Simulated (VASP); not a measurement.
Runs of VASP 6.6.1 on ZrC. The structure is that of space group Fm-3m (No. 225), or close to it. The cells are those of the table. 

| cell | gap on the mesh (eV) | pressure (GPa) |
| --- | --- | --- |
| a = 3.288 Å, angles 60.0°, 2 atoms | none | 3.3 |
| a = 3.389 Å, angles 60.0°, 2 atoms | none | -15.5 |
| a = 3.356 Å, angles 60.0°, 2 atoms | none | (a) |
| a = 3.421 Å, angles 60.0°, 2 atoms | none | (b) |
| a = 3.322 Å, angles 60.0°, 2 atoms | none | -4.0 |

Alike in all rows: task single point; level PBEsol; potentials or basis VASP PAW PBE potentials, release 64 (Zr_sv, C); no spin polarisation; k mesh 8 × 8 × 8; cutoff (eV) 600; smearing fermi-dirac 0.1 eV.

**Question.** Estimate the missing entries.

**Answer.** (a) -10.2; (b) -20.0.

Caveats: the PAW data sets were made with another functional, which shifts forces and pressure a little.

A k mesh can miss the band edges, and the runs leave out spin-orbit coupling on Zr.

A gap of «none» marks levels without a gap at the run's occupations.
